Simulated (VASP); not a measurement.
**Al3GaN4: single point with r2SCAN**

Crystal: Al3GaN4.

```
Al Ga N
1.0
     5.03808    0.00000    0.00006
     0.00000    3.12495    0.00000
    -0.00329    0.00000    5.41039
Al Ga N
3 1 4
Direct
  0.50022 0.50000 0.16726
  0.00067 0.50000 0.83490
  0.00100 0.00000 0.33164
  0.49949 0.00000 0.66620
  0.11071 0.00000 0.66632
  0.12268 0.50000 0.16713
  0.62541 0.50000 0.84068
  0.62341 0.00000 0.32586
```

```json
{
  "Program": "VASP 6.6.1",
  "Task": "single point",
  "Functional": "r2SCAN",
  "Potentials or basis": "VASP PAW PBE potentials, release 64 (Al, Ga_d, N)",
  "Cutoff": "520 eV",
  "k mesh": "6 × 8 × 4",
  "Occupations": "gaussian, width 0.02 eV",
  "Spin": "no spin polarisation",
  "Dipole correction": "no",
  "Further INCAR settings": "ALGO = Normal; EDIFF = 1e-06; NBANDS = 31"
}
```

The pressure is 0.0 GPa. The largest force is 0.091 eV/Å and the band gap on the k mesh is 4.16 eV, direct.

Forces on the atoms (eV/Å):
```
Al   0.007  0.000  0.001
Al  -0.003  0.000  0.005
Al  -0.001  0.000 -0.002
Ga   0.005  0.000 -0.009
N   -0.074  0.000  0.001
N   -0.002  0.000  0.000
N    0.047  0.000  0.078
N    0.020  0.000 -0.073
```

Levels at points of the mesh, in eV from the valence-band top:
```tsv
k point	band 18	band 19	band 20	band 21	band 22	band 23	band 24	band 25
(0.00, 0.00, 0.00)	-0.77	-0.09	-0.01	0.00	4.16	6.23	6.60	6.83
(0.50, 0.00, 0.00)	-0.70	-0.70	-0.32	-0.26	5.54	5.93	6.40	6.87
(0.00, 0.50, 0.00)	-1.94	-1.84	-1.57	-1.52	6.35	6.37	8.39	8.50
(0.50, 0.50, 0.00)	-1.23	-1.21	-1.19	-0.88	6.85	7.23	7.25	7.28
(0.00, 0.00, 0.50)	-0.59	-0.59	-0.40	-0.19	6.19	6.54	7.79	8.24
(0.50, 0.00, 0.50)	-1.25	-1.20	-1.17	-0.72	6.58	6.87	7.09	7.23
(0.00, 0.50, 0.50)	-1.92	-1.86	-0.82	-0.65	5.94	6.31	6.52	6.61
(0.50, 0.50, 0.50)	-1.57	-1.47	-1.42	-1.19	5.40	5.83	5.87	5.91
```

Wall time 5 min on 1 thread of Intel(R) Xeon(R) Platinum 8559C (Emerald Rapids) (shared host), peak memory 0.3 GiB.

Caveat: the PAW data sets were made with another functional, which shifts forces and pressure a little. r2SCAN opens gaps a little over a GGA but as a rule still falls short of measured ones.
